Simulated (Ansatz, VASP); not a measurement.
SnGe2N2 in VASP and in Ansatz

```xyz
5
Lattice="3.0954 0.0000 0.0000 -1.5477 2.6807 0.0000 0.0000 0.0000 13.0366" Properties=species:S:1:pos:R:3 pbc="T T T"
Sn    0.0000    0.0000    0.0000
Ge    0.0000    1.7871    7.7991
Ge    0.0000    1.7871    5.2375
N     1.5477    0.8936    8.4468
N     1.5477    0.8936    4.5898
```

Alike in both runs: functional PBE; k mesh 12 × 12 × 4; occupations gaussian, width 0.1 eV; no spin polarisation.

Ansatz relaxed the structure, and its values are those at the end. VASP's run is a single point on that final structure, the one shown.

```csv
,VASP,Ansatz
version,VASP 6.6.1,Ansatz 0.2.0
potentials or method,"VASP PAW PBE potentials, release 64 (Sn_d, Ge_d, N), cutoff 520 eV","scalar-relativistic, plane waves, PAW"
valence electrons in the cell,52,52
```

VASP gave:

```
gap on the k mesh at the Fermi level (eV) : none
pressure (GPa)                            : -0.2
rms of the force components (eV/Å)        : 0.011
```

Question: Which values does Ansatz return?

Answer: gap on the k mesh at the Fermi level (eV): none; pressure (GPa): 0.0; rms of the force components (eV/Å): 0.000.

A gap of «none» marks a metal or a gap that the smearing closes.
